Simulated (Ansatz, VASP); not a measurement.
## Pb2O in VASP and in Ansatz

```xyz
6
Lattice="5.3800 0.0000 0.0000 0.0000 5.3800 0.0000 0.0000 0.0000 5.3800" Properties=species:S:1:pos:R:3 pbc="T T T"
Pb    1.3450    1.3450    1.3450
Pb    4.0350    4.0350    1.3450
Pb    1.3450    4.0350    4.0350
Pb    4.0350    1.3450    4.0350
O     0.0000    0.0000    0.0000
O     2.6900    2.6900    2.6900
```

Alike in both runs: task relaxation of cell and atoms; functional PBEsol; k mesh 8 × 8 × 8; occupations gaussian, width 0.1 eV; no spin polarisation.

|  | VASP | Ansatz |
| --- | --- | --- |
| version | VASP 6.6.1 | Ansatz 0.2.0 |
| potentials or method | VASP PAW PBE potentials, release 64 (Pb_d, O), cutoff 600 eV | scalar-relativistic, plane waves, PAW |
| valence electrons in the cell | 68 | 68 |

```csv
,VASP,Ansatz,Ansatz less VASP
"gap on the k mesh at the Fermi level, each at its own relaxed structure (eV)",none,none,-
relaxed volume (Å³/atom),25.95,25.95,0.000
relaxed length of the cell vector where the two differ most in proportion (Å),5.380,5.380,0.0000
```

VASP's potentials were made for PBE, not for PBEsol. A gap of «none» marks a metal or a gap that the smearing closes.

Neither program's run includes spin-orbit coupling. Noted on VASP's run: the relaxation stopped at its first step, so nothing moved.
